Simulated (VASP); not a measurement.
# Ga4ICl3 (Im-3m) in VASP: a series of runs, part 2 of 2

VASP 6.6.1. Earlier steps stand in the parts before.

## (3) Single point, PBE

This run uses another cell than the first one, of 26.90 Å³/atom.

File INCAR:

```
SYSTEM = Ga4ICl3
ALGO     = Normal         ! electronic algorithm
EDIFF    = 1E-6           ! SCF threshold, eV
ENCUT    = 520            ! plane-wave cutoff, eV
GGA      = PE             ! functional
ISIF     = 2              ! what is computed and relaxed
ISMEAR   = 0              ! smearing method
LASPH    = .True.         ! aspherical terms in the spheres
LCHARG   = .False.        ! write CHGCAR
LREAL    = .False.        ! projectors in reciprocal space
LWAVE    = .False.        ! write WAVECAR
NBANDS   = 50             ! bands
NELM     = 60             ! most SCF steps
PREC     = Accurate       ! precision mode
SIGMA    = 0.1            ! smearing width, eV
```

File KPOINTS:

```
k-points
0
Gamma
  4 4 4
  0 0 0
```

File POSCAR:

```
Ga4ICl3
1.0
   -3.7751944810      3.7751944810      3.7751944810
    3.7751944810     -3.7751944810      3.7751944810
    3.7751944810      3.7751944810     -3.7751944810
Ga I Cl
4 1 3
Direct
    0.5000000000      0.5000000000      0.5000000000
    0.0000000000      0.0000000000      0.5000000000
    0.0000000000      0.5000000000      0.0000000000
    0.5000000000      0.0000000000      0.0000000000
    0.0000000000      0.0000000000      0.0000000000
    0.5000000000      0.5000000000      0.0000000000
    0.5000000000      0.0000000000      0.5000000000
    0.0000000000      0.5000000000      0.5000000000
```

Potentials or basis: VASP PAW PBE potentials, release 64 (Ga_d, I, Cl).

On the command line:

```bash
> cat potpaw_PBE.64/Ga_d/POTCAR potpaw_PBE.64/I/POTCAR potpaw_PBE.64/Cl/POTCAR > POTCAR
> mpirun -np 1 vasp_std > vasp.out
```

OUTCAR:

```text
SYSTEM = Ga4ICl3
   EDIFF = 1E-6
   ENCUT = 520
   GGA = PE
   ISIF = 2
   ISMEAR = 0
   LASPH = .True.
   LREAL = .False.
   NELM = 60
   PREC = Accurate

 ion  position               nearest neighbor table
   1  0.500  0.500  0.500-
   2  0.000  0.000  0.500-
   3  0.000  0.500  0.000-
   4  0.500  0.000  0.000-
   5  0.000  0.000  0.000-
   6  0.500  0.500  0.000-
   7  0.500  0.000  0.500-
   8  0.000  0.500  0.500-

  LATTYP: Found a body centered cubic cell.
 ALAT       =     7.5503889620

  Lattice vectors:

 A1 = (  -3.7751944810,   3.7751944810,   3.7751944810)
 A2 = (   3.7751944810,  -3.7751944810,   3.7751944810)
 A3 = (   3.7751944810,   3.7751944810,  -3.7751944810)

Analysis of symmetry for initial positions (statically):
=====================================================================
 Subroutine PRICEL returns:
 Original cell was already a primitive cell.

 Routine SETGRP: Setting up the symmetry group for a
 body centered cubic supercell.

 Subroutine GETGRP returns: Found 48 space group operations
 (whereof 48 operations were pure point group operations)
 out of a pool of 48 trial point group operations.

The static configuration has the point symmetry O_h .

Analysis of symmetry for dynamics (positions and initial velocities):
=====================================================================
 Subroutine PRICEL returns:
 Original cell was already a primitive cell.

 Routine SETGRP: Setting up the symmetry group for a
 body centered cubic supercell.

 Subroutine GETGRP returns: Found 48 space group operations
 (whereof 48 operations were pure point group operations)
[... 115 lines left out ...]
   IMIX   =      4    mixing-type and parameters
     AMIX     =   0.40;   BMIX     =  1.00
     AMIX_MAG =   1.60;   BMIX_MAG =  1.00
  volume/ion in A,a.u.               =      26.90       181.55
  Fermi-wavevector in a.u.,A,eV,Ry     =   1.177097  2.224390 18.851645  1.385557
  Thomas-Fermi vector in A             =   2.313449
   LORBIT       =      0    0 simple, 1 ext, 2 COOP (PROOUT), +10 PAW based schemes
   GGA     = PE    functional components
   LHFCALC =     F    Hartree Fock is set to
   AEXX    =    0.0000 exact exchange contribution
   IVDW    =     0    specifies the selected vdW correction
   LEPSILON=     F    determine dielectric tensor
   LRPA    =     F    only Hartree local field effects (RPA)
 non-spin polarized calculation
 Gauss-broadening in eV      SIGMA  =   0.10
  energy-cutoff  :      520.00
  volume of cell :      215.22
 maximum number of plane-waves:      5858
 NGX is ok and might be reduce to    50
   NGX = 25   NGY = 25   NGZ = 25

 number of electron      80.0000068 magnetization

 Free energy of the ion-electron system (eV)
  ---------------------------------------------------
  ext. energy  EPLUGINS =         0.00000000
  ---------------------------------------------------
  free energy    TOTEN  =       -22.66275326 eV

  energy without entropy =      -22.66275326  energy(sigma->0) =      -22.66275326

 E-fermi :   2.9275     XC(G=0):  -9.0138

 val. band max:        2.4836264272   @ k =   0.5000   0.5000   0.5000
 cond. band min:       3.6639432435   @ k =   0.5000   0.5000   0.5000
 fundamental gap:      1.1803168163
 Fermi energy:         2.9274590247

 k-point     1 :       0.0000    0.0000    0.0000
  band No.  band energies     occupation
      1     -11.8460      2.00000
      2     -11.8453      2.00000
      3     -11.8453      2.00000
      4     -11.7365      2.00000
      5     -11.7365      2.00000
      6     -11.7214      2.00000
[... 413 lines left out ...]
     49       7.1507      0.00000
     50       7.5393      0.00000

------------------------ aborting loop because EDIFF is reached ----------------------------------------

  FORCE on cell =-STRESS in cart. coord.  units (eV):
  Direction    XX          YY          ZZ          XY          YZ          ZX
  --------------------------------------------------------------------------------------
  -------------------------------------------------------------------------------------
  Total        0.2767413      0.2767413      0.2767413      0.0000000      0.0000000      0.0000000
  in kB        2.0601867      2.0601867      2.0601867      0.0000000      0.0000000      0.0000000
  external PRESSURE =       2.0601867 kB  Pullay stress =       0.0000000 kB

 VOLUME and BASIS-vectors are now :
 -----------------------------------------------------------------------------
  energy-cutoff  :      520.00
  volume of cell :      215.22
      direct lattice vectors                 reciprocal lattice vectors
    -3.775194481  3.775194481  3.775194481     0.000000000  0.132443508  0.132443508
     3.775194481 -3.775194481  3.775194481     0.132443508  0.000000000  0.132443508
     3.775194481  3.775194481 -3.775194481     0.132443508  0.132443508  0.000000000

 POSITION                                       TOTAL-FORCE (eV/Angst)
 -----------------------------------------------------------------------------------
      1.88760      1.88760      1.88760         0.000000      0.000000     -0.000000
      1.88760      1.88760     -1.88760         0.000000      0.000000     -0.000000
      1.88760     -1.88760      1.88760        -0.000000      0.000000      0.000000
     -1.88760      1.88760      1.88760        -0.000000      0.000000      0.000000
      0.00000      0.00000      0.00000         0.000000     -0.000000     -0.000000
      0.00000      0.00000      3.77519         0.000000     -0.000000     -0.000000
      0.00000      3.77519      0.00000        -0.000000     -0.000000     -0.000000
      3.77519      0.00000      0.00000         0.000000     -0.000000     -0.000000
 -----------------------------------------------------------------------------------
    total drift:                                0.000000     -0.000000      0.000000

  FREE ENERGIE OF THE ION-ELECTRON SYSTEM (eV)
  ---------------------------------------------------
  free  energy   TOTEN  =       -22.6627532615 eV

  energy  without entropy=      -22.6627532615  energy(sigma->0) =      -22.66275326
```

Run time: 1.7 min. Hardware: 1 thread of AMD EPYC 9R14 (Zen 4), shared host; peak memory 0.34 GiB.

What came out:

| Property | Result |
| --- | --- |
| Free energy | -22.6628 eV |
| Pressure | 0.2 GPa |
| Band gap on the k mesh | 1.18 eV |

Levels at points of the mesh, in eV from the valence-band top:
```
           k point  band 37  band 38  band 39  band 40  band 41  band 42  band 43  band 44
(0.00, 0.00, 0.00)    -1.96    -1.23    -1.23    -1.23     3.82     3.82     3.82     4.69
(0.50, 0.00, 0.00)    -1.72    -1.14    -1.02    -0.31     2.31     2.74     2.77     2.90
(0.50, 0.50, 0.50)    -1.35     0.00     0.00     0.00     1.18     1.18     1.30     1.30
```

Caveat: spin-orbit coupling is left out, which moves the levels of the heavy elements.

## (4) Single point, PBE

This run uses another cell than the first one, of 27.09 Å³/atom.

File INCAR:

```
SYSTEM = Ga4ICl3
  ALGO = Normal
  EDIFF = 1E-6
  ENCUT = 520
  GGA = PE
  ISIF = 2
  ISMEAR = 0
  LASPH = .TRUE.
  LCHARG = .FALSE.
  LREAL = .FALSE.
  LWAVE = .FALSE.
  NBANDS = 50
  NELM = 100
  PREC = Accurate
  SIGMA = 0.02
```

File KPOINTS:

```
k-points
0
G
  6 6 6
  0 0 0
```

Edit POSCAR of step 3 so:

```diff
@@ -2,5 +2,5 @@
 1.0
-   -3.7751944810      3.7751944810      3.7751944810
-    3.7751944810     -3.7751944810      3.7751944810
-    3.7751944810      3.7751944810     -3.7751944810
+   -3.7840126320      3.7840126320      3.7840126320
+    3.7840126320     -3.7840126320      3.7840126320
+    3.7840126320      3.7840126320     -3.7840126320
 Ga I Cl
```

On the command line:

```bash
> cat potpaw_PBE.64/Ga_d/POTCAR potpaw_PBE.64/I/POTCAR potpaw_PBE.64/Cl/POTCAR > POTCAR
> mpirun -np 1 vasp_std > vasp.out
```

Wall time 2.8 min (1 thread of AMD EPYC 9R14 (Zen 4), shared host); peak memory 0.39 GiB.

It converged, with:

```
Free energy            : -22.6761 eV
Pressure               : 0.0 GPa
Band gap on the k mesh : 1.21 eV
```

Levels at points of the mesh, in eV from the valence-band top:
```tsv
k point	band 38	band 39	band 40	band 41	band 42	band 43
(0.00, 0.00, 0.00)	-1.20	-1.20	-1.20	3.83	3.83	3.83
(0.50, 0.00, 0.00)	-1.12	-1.00	-0.30	2.34	2.75	2.81
(0.50, 0.50, 0.50)	0.00	0.00	0.00	1.21	1.21	1.34
```

Caveat: spin-orbit coupling is left out, which moves the levels of the heavy elements. A k mesh can miss the band edges.

## (5) Summary

```tsv
cell	k mesh	smearing	gap on the mesh (eV)	pressure (GPa)
a = 6.028 Å, angles 109.5°, 8 atoms	4 × 4 × 4	gaussian 0.1 eV	0.25	10.0
a = 6.539 Å, angles 109.5°, 8 atoms	4 × 4 × 4	gaussian 0.1 eV	1.18	0.2
a = 6.554 Å, angles 109.5°, 8 atoms	6 × 6 × 6	gaussian 0.02 eV	1.21	0.0
```

Alike in all rows: task single point; level PBE; potentials or basis VASP PAW PBE potentials, release 64 (Ga_d, I, Cl); no spin polarisation; cutoff (eV) 520.

Caveats: spin-orbit coupling is left out, which moves the levels of the heavy elements; the cell stands under pressure (at least some runs); semilocal functionals underestimate gaps, and a narrow one can read as zero (at least some runs).

Total energies depend on the potentials used, so only differences within one code and one set of settings carry meaning.
